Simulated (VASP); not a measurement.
Runs of VASP 6.6.1 on SnO2. The structure is that of space group R-3m (No. 166), or close to it. The cells are those of the table. 

```tsv
cell	gap on the mesh (eV)	pressure (GPa)	largest force (eV/Å)
a = 5.745 Å, angles 67.0°, 12 atoms	1.78	-3.2	0.69
a = 5.514 Å, angles 71.1°, 12 atoms	1.59	(c)	0.09
a = 5.622 Å, angles 71.1°, 12 atoms	1.13	-8.7	0.48
a = 6.004 Å, angles 62.9°, 12 atoms	(a)	-6.6	1.56
a = 5.626 Å, angles 75.2°, 12 atoms	(b)	-19.8	0.69
```

Alike in all rows: task single point; level LDA; potentials or basis VASP PAW LDA potentials, release 64 (Sn_d, O); no spin polarisation; k mesh 6 × 6 × 6; cutoff (eV) 520; smearing gaussian 0.05 eV.

Estimate the missing entries.

(a) 1.99; (b) 0.13; (c) 1.4.

Caveats: spin-orbit coupling is left out, which moves the levels of the heavy elements; the stress differs along the axes, from -7 to -1 GPa (at least some runs); the cell stands under tension (at least some runs); the stress differs along the axes, from -16 to -2 GPa (at least some runs); forces of over 1 eV/Å act on the atoms, so gaps and moduli don't describe the material at rest (at least some runs); the stress differs along the axes, from -24 to -11 GPa (at least some runs); semilocal functionals underestimate gaps, and a narrow one can read as zero (at least some runs).

A k mesh can miss the band edges, and the runs leave out spin-orbit coupling on Sn.
